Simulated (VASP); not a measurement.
# SnO2 (P4_2/mnm) in VASP: single point with PBE

Aim: the single point of SnO2 with PBE.

Everything below comes from runs of VASP 6.6.1. Logs are shortened: lines on timing, memory, paths and dates and some standing lists are left out, and cuts for length are marked.

### 1 The cell of the first run

It takes space group P4_2/mnm (No. 136, tetragonal). Conventional cell: a = 4.827 Å, b = 4.827 Å, c = 3.238 Å, α = 90.00°, β = 90.00°, γ = 90.00°. Within 2.8 Å of Sn (site symmetry mmm) lie 6 O at 2.09 Å. Within 2.8 Å of O (site symmetry m2m) lie 3 Sn at 2.09 Å and 1 O at 2.64 Å.

### 2 Single point, PBE

INCAR reads:

```
PREC     = Accurate       # precision mode
ENCUT    = 520            # plane-wave cutoff, eV
EDIFF    = 1E-6           # SCF threshold, eV
ISMEAR   = 0              # smearing method
SIGMA    = 0.02           # smearing width, eV
LREAL    = Auto         
LASPH    = True           # aspherical terms in the spheres
NELM     = 100            # most SCF steps
ALGO     = Normal         # electronic algorithm
ISIF     = 2              # what is computed and relaxed
LWAVE    = False          # write WAVECAR
LCHARG   = True           # write CHGCAR
GGA      = PE             # functional
LELF     = True           # ELF
LVHAR    = True         
NBANDS   = 122            # bands
```

KPOINTS reads:

```
Automatic mesh
0
Gamma
  3 3 3
```

POSCAR reads:

```
SnO2
1.0
   -4.8271899931      4.8271899931      0.0000000000
   -4.8271899931     -4.8271899931      0.0000000000
    4.8271899931      0.0000000000      6.4763047095
Sn O
8 16
Direct
    0.6250000000      0.1250000000      0.2500000000
    0.8750000000      0.3750000000      0.7500000000
    0.1250000000      0.6250000000      0.2500000000
    0.3750000000      0.8750000000      0.7500000000
    0.5000000000      0.5000000000      0.0000000000
    0.7500000000      0.7500000000      0.5000000000
    0.0000000000      1.0000000000      0.0000000000
    0.2500000000      0.2500000000      0.5000000000
    0.9315765205      0.1250000000      0.2500000000
    0.1815765205      0.3750000000      0.7500000000
    0.4315765205      0.6250000000      0.2500000000
    0.6815765205      0.8750000000      0.7500000000
    0.3184234795      0.1250000000      0.2500000000
    0.5684234795      0.3750000000      0.7500000000
    0.8184234795      0.6250000000      0.2500000000
    0.0684234795      0.8750000000      0.7500000000
    0.5000000000      0.1934234795      0.0000000000
    0.7500000000      0.4434234795      0.5000000000
    0.0000000000      0.6934234795      0.0000000000
    0.2500000000      0.9434234795      0.5000000000
    0.5000000000      0.8065765205      0.0000000000
    0.7500000000      0.0565765205      0.5000000000
    0.0000000000      0.3065765205      0.0000000000
    0.2500000000      0.5565765205      0.5000000000
```

Potentials or basis: VASP PAW PBE potentials, release 64 (Sn_d, O).

On the command line:

```
$ cat potpaw_PBE.64/Sn_d/POTCAR potpaw_PBE.64/O/POTCAR > POTCAR
$ mpirun -np 1 vasp_std > vasp.out
```

OUTCAR:

```text
PREC = Accurate
   ENCUT = 520
   EDIFF = 1E-6
   ISMEAR = 0
   LREAL = Auto
   LASPH = True
   NELM = 100
   ISIF = 2
   GGA = PE

 ion  position               nearest neighbor table
   1  0.625  0.125  0.250-  17 2.09  18 2.09  21 2.09  22 2.09   9 2.09  13 2.09   2 3.24   4 3.24

   2  0.875  0.375  0.750-  18 2.09  19 2.09  22 2.09  23 2.09  10 2.09  14 2.09   3 3.24   1 3.24

   3  0.125  0.625  0.250-  19 2.09  20 2.09  23 2.09  24 2.09  11 2.09  15 2.09   4 3.24   2 3.24

   4  0.375  0.875  0.750-  17 2.09  20 2.09  21 2.09  24 2.09  12 2.09  16 2.09   1 3.24   3 3.24

   5  0.500  0.500  0.000-  10 2.09  11 2.09  14 2.09  15 2.09  17 2.09  21 2.09   6 3.24   8 3.24

   6  0.750  0.750  0.500-  11 2.09  12 2.09  15 2.09  16 2.09  18 2.09  22 2.09   7 3.24   5 3.24

   7  0.000  0.000  0.000-   9 2.09  12 2.09  13 2.09  16 2.09  19 2.09  23 2.09   8 3.24   6 3.24

   8  0.250  0.250  0.500-   9 2.09  10 2.09  13 2.09  14 2.09  20 2.09  24 2.09   5 3.24   7 3.24

   9  0.932  0.125  0.250-   7 2.09   8 2.09   1 2.09
  10  0.182  0.375  0.750-   5 2.09   8 2.09   2 2.09
  11  0.432  0.625  0.250-   5 2.09   6 2.09   3 2.09
  12  0.682  0.875  0.750-   6 2.09   7 2.09   4 2.09
  13  0.318  0.125  0.250-   7 2.09   8 2.09   1 2.09
  14  0.568  0.375  0.750-   5 2.09   8 2.09   2 2.09
[... 8 lines left out ...]
  23  0.000  0.307  0.000-   2 2.09   3 2.09   7 2.09
  24  0.250  0.557  0.500-   3 2.09   4 2.09   8 2.09

  LATTYP: Found a body centered tetragonal cell.
 ALAT       =     6.8266775564
 C/A-ratio  =     1.8973518688

  Lattice vectors:

 A1 = (   0.0000000000,   4.8271899931,  -6.4763047095)
 A2 = (   0.0000000000,  -4.8271899931,  -6.4763047095)
 A3 = (  -4.8271899931,   0.0000000000,   6.4763047095)

Analysis of symmetry for initial positions (statically):
=====================================================================
 Subroutine PRICEL returns following result:

  LATTYP: Found a simple tetragonal cell.
 ALAT       =     4.8271899931
 C/A-ratio  =     0.6708151863

  Lattice vectors:

 A1 = (  -4.8271899931,   0.0000000000,   0.0000000000)
 A2 = (   0.0000000000,  -4.8271899931,   0.0000000000)
 A3 = (   0.0000000000,   0.0000000000,   3.2381523547)

   4 primitive cells build up your supercell.

 Routine SETGRP: Setting up the symmetry group for a
 body centered tetragonal supercell.

 Subroutine GETGRP returns: Found 16 space group operations
 (whereof  8 operations were pure point group operations)
 out of a pool of 16 trial point group operations.

The static configuration has the point symmetry D_2h.
 The point group associated with its full space group is D_4h.

Analysis of symmetry for dynamics (positions and initial velocities):
=====================================================================
 Subroutine PRICEL returns following result:

  LATTYP: Found a simple tetragonal cell.
 ALAT       =     4.8271899931
 C/A-ratio  =     0.6708151863

  Lattice vectors:

 A1 = (  -4.8271899931,   0.0000000000,   0.0000000000)
 A2 = (   0.0000000000,  -4.8271899931,   0.0000000000)
 A3 = (   0.0000000000,   0.0000000000,   3.2381523547)

   4 primitive cells build up your supercell.

 Routine SETGRP: Setting up the symmetry group for a
 body centered tetragonal supercell.

 Subroutine GETGRP returns: Found 16 space group operations
 (whereof  8 operations were pure point group operations)
 out of a pool of 16 trial point group operations.

The dynamic configuration has the point symmetry D_2h.
 The point group associated with its full space group is D_4h.

 Subroutine INISYM returns: Found 16 space group operations
 (whereof  8 operations are pure point group operations),
 and found     4 'primitive' translations

----------------------------------------------------------------------------------------

                                     Primitive cell

  volume of cell :      75.4547

  direct lattice vectors                    reciprocal lattice vectors
    -4.827189993  0.000000000  0.000000000    -0.207159859  0.000000000  0.000000000
     0.000000000 -4.827189993  0.000000000     0.000000000 -0.207159859  0.000000000
     0.000000000  0.000000000  3.238152355     0.000000000  0.000000000  0.308818082

  length of vectors
     4.827189993  4.827189993  3.238152355     0.207159859  0.207159859  0.308818082

  position of ions in fractional coordinates (direct lattice)
     0.500000000  0.500000000  0.500000000
     1.000000000  0.000000000  0.000000000
     0.806576521  0.193423479  0.500000000
     0.193423479  0.806576521  0.500000000
     0.693423479  0.693423479  0.000000000
     0.306576521  0.306576521  1.000000000

  ion indices of the primitive-cell ions
   primitive index   ion index
                 1           1
                 2           5
                 3           9
                 4          13
                 5          17
                 6          22

----------------------------------------------------------------------------------------

 KPOINTS: Automatic mesh

Automatic generation of k-mesh.
 Grid dimensions read from file:
 generate k-points for:    3    3    3

 Generating k-lattice:

  Cartesian coordinates                     Fractional coordinates (reciprocal lattice)
    -0.034526643  0.034526643  0.025734840     0.333333333  0.000000000  0.000000000
    -0.034526643 -0.034526643  0.025734840     0.000000000  0.333333333  0.000000000
     0.000000000  0.000000000  0.051469680     0.000000000  0.000000000  0.333333333

  Length of vectors
     0.055194748  0.055194748  0.051469680

  Shift w.r.t. Gamma in fractional coordinates (k-lattice)
     0.000000000  0.000000000  0.000000000

 Subroutine IBZKPT returns following result:
 ===========================================

 Found      6 irreducible k-points:

 Following reciprocal coordinates:
            Coordinates               Weight
  0.000000  0.000000  0.000000      1.000000
  0.333333  0.000000  0.000000      8.000000
  0.333333  0.333333  0.000000      8.000000
 -0.333333  0.333333  0.000000      4.000000
  0.000000  0.000000  0.333333      2.000000
  0.333333  0.000000  0.333333      4.000000
   k-points           NKPTS =      6   k-points in BZ     NKDIM =      6   number of bands    NBANDS=    122
   number of dos      NEDOS =    301   number of ions     NIONS =     24
   total plane-waves  NPLWV = 174960
   dimension x,y,z NGX =    54 NGY =   54 NGZ =   60
   dimension x,y,z NGXF=   108 NGYF=  108 NGZF=  120
   ions per type =               8  16
   NGX,Y,Z   is equivalent  to a cutoff of  13.15, 13.15, 12.35 a.u.
   NGXF,Y,Z  is equivalent  to a cutoff of  26.30, 26.30, 24.70 a.u.
 SYSTEM =  unknown system
   PREC   = accura    normal or accurate (medium, high low for compatibility)
   ISTART =      0    job   : 0-new  1-cont  2-samecut
   ICHARG =      2    charge: 1-file 2-atom 10-const
   ISPIN  =      1    spin polarized calculation?
   LNONCOLLINEAR =      F non collinear calculations
   LSORBIT =      F    spin-orbit coupling
   LASPH  =      T    aspherical Exc in radial PAW
   ENCUT  =  520.0 eV  38.22 Ry    6.18 a.u.  12.69 12.69 15.02*2*pi/ulx,y,z
   NELM   =    100;   NELMIN=  2; NELMDL= -5     # of ELM steps
   EDIFF  = 0.1E-05   stopping-criterion for ELM
   LREAL  =      T    real-space projection
   EDIFFG = 0.1E-04   stopping-criterion for IOM
   NSW    =      0    number of steps for IOM
   IBRION =     -1    ionic relax: 0-MD 1-quasi-New 2-CG
   NFREE  =      0    steps in history (QN), initial steepest desc. (CG)
   ISIF   =      2    stress and relaxation
   ISYM   =      2    0-nonsym 1-usesym 2-fastsym
   POTIM  = 0.5000    time-step for ionic-motion
   TEBEG  =    0.0;   TEEND  =   0.0 temperature during run
   PSTRESS=    0.0 pullay stress
   NELECT =     208.0000    total number of electrons
   NUPDOWN=      -1.0000    fix difference up-down
   EMIN   =  10.00;   EMAX   =-10.00  energy-range for DOS
   EFERMI =   0.00;   METHOD = LEGACY
   ISMEAR =     0;   SIGMA  =   0.02  broadening in eV -4-tet -1-fermi 0-gaus
   EFERMI_NEDOS =   21; number of points for ismear=-14 and -15
   IALGO  =     38    algorithm
   IMIX   =      4    mixing-type and parameters
     AMIX     =   0.40;   BMIX     =  1.00
     AMIX_MAG =   1.60;   BMIX_MAG =  1.00
  volume/ion in A,a.u.               =      12.58        84.87
  Fermi-wavevector in a.u.,A,eV,Ry     =   1.446041  2.732621 28.450250  2.091034
  Thomas-Fermi vector in A             =   2.564155
   LORBIT       =      0    0 simple, 1 ext, 2 COOP (PROOUT), +10 PAW based schemes
   GGA     = PE    functional components
   LHFCALC =     F    Hartree Fock is set to
   AEXX    =    0.0000 exact exchange contribution
   IVDW    =     0    specifies the selected vdW correction
   LEPSILON=     F    determine dielectric tensor
   LRPA    =     F    only Hartree local field effects (RPA)
 non-spin polarized calculation
 Gauss-broadening in eV      SIGMA  =   0.02
  energy-cutoff  :      520.00
  volume of cell :      301.82
 maximum number of plane-waves:      8153
 NGX is ok and might be reduce to    54
   NGX = 25   NGY = 25   NGZ = 31

 number of electron     208.0000041 magnetization

 Free energy of the ion-electron system (eV)
  ---------------------------------------------------
  ext. energy  EPLUGINS =         0.00000000
  ---------------------------------------------------
  free energy    TOTEN  =      -149.26233785 eV

  energy without entropy =     -149.26233785  energy(sigma->0) =     -149.26233785

 E-fermi :   5.6215     XC(G=0): -10.9764

 val. band max:        5.5329222371   @ k =   0.0000   0.0000   0.0000
 cond. band min:       6.2018009236   @ k =   0.0000   0.0000   0.0000
 fundamental gap:      0.6688786866
 Fermi energy:         5.6214714080

 k-point     1 :       0.0000    0.0000    0.0000
  band No.  band energies     occupation
      1     -15.5035      2.00000
      2     -15.2875      2.00000
      3     -15.2875      2.00000
      4     -15.0554      2.00000
      5     -15.0554      2.00000
      6     -15.0553      2.00000
[... 108 lines left out ...]
    115      13.9456      0.00000
    116      13.9456      0.00000
[... 593 lines left out ...]
    115      13.4862      0.00000
    116      13.6557      0.00000
 [bands above 116 left out]

------------------------ aborting loop because EDIFF is reached ----------------------------------------

  FORCE on cell =-STRESS in cart. coord.  units (eV):
  Direction    XX          YY          ZZ          XY          YZ          ZX
  --------------------------------------------------------------------------------------
  -------------------------------------------------------------------------------------
  Total        0.9532036      0.9532036      1.3856901      0.0000000      0.0000000      0.0000000
  in kB        5.0599961      5.0599961      7.3558124      0.0000000      0.0000000      0.0000000
  external PRESSURE =       5.8252682 kB  Pullay stress =       0.0000000 kB

 VOLUME and BASIS-vectors are now :
 -----------------------------------------------------------------------------
  energy-cutoff  :      520.00
  volume of cell :      301.82
      direct lattice vectors                 reciprocal lattice vectors
    -4.827189993  4.827189993  0.000000000    -0.103579930  0.103579930  0.077204521
    -4.827189993 -4.827189993  0.000000000    -0.103579930 -0.103579930  0.077204521
     4.827189993  0.000000000  6.476304709     0.000000000  0.000000000  0.154409041

 POSITION                                       TOTAL-FORCE (eV/Angst)
 -----------------------------------------------------------------------------------
     -2.41359      2.41359      1.61908         0.000000     -0.000000     -0.000000
     -2.41359      2.41359      4.85723         0.000000     -0.000000     -0.000000
     -2.41359     -2.41359      1.61908         0.000000     -0.000000     -0.000000
     -2.41359     -2.41359      4.85723         0.000000     -0.000000     -0.000000
     -4.82719      0.00000      0.00000         0.000000     -0.000000     -0.000000
     -4.82719      0.00000      3.23815         0.000000     -0.000000     -0.000000
[... 16 lines left out ...]
     -1.47990     -1.47990      0.00000         0.012128      0.012128      0.000000
     -1.47990     -1.47990      3.23815         0.012128      0.012128     -0.000000
 -----------------------------------------------------------------------------------
    total drift:                               -0.000000     -0.000000     -0.000000

  FREE ENERGIE OF THE ION-ELECTRON SYSTEM (eV)
  ---------------------------------------------------
  free  energy   TOTEN  =      -149.2623378489 eV

  energy  without entropy=     -149.2623378489  energy(sigma->0) =     -149.26233785
```

Wall time 12 min (1 thread of AMD EPYC 7R13, shared host); peak memory 0.45 GiB.

What came out:

- Free energy: -149.2623 eV
- Pressure: 0.6 GPa
- Largest force: 0.017 eV/Å
- Band gap on the k mesh: 0.67 eV

Forces in eV/Å, atoms in the order of the input:
```
Sn   0.000  0.000  0.000
Sn   0.000  0.000  0.000
Sn   0.000  0.000  0.000
Sn   0.000  0.000  0.000
Sn   0.000  0.000  0.000
Sn   0.000  0.000  0.000
Sn   0.000  0.000  0.000
Sn   0.000  0.000  0.000
O    0.012 -0.012  0.000
O    0.012 -0.012  0.000
O    0.012 -0.012  0.000
O    0.012 -0.012  0.000
O   -0.012  0.012  0.000
O   -0.012  0.012  0.000
O   -0.012  0.012  0.000
O   -0.012  0.012  0.000
O   -0.012 -0.012  0.000
O   -0.012 -0.012  0.000
O   -0.012 -0.012  0.000
O   -0.012 -0.012  0.000
O    0.012  0.012  0.000
O    0.012  0.012  0.000
O    0.012  0.012  0.000
O    0.012  0.012  0.000
```

Stress tensor (GPa, compression positive):
```
0.51 0.00 0.00
0.00 0.51 0.00
0.00 0.00 0.74
```

Caveat: spin-orbit coupling is left out, which moves the levels of the heavy elements.
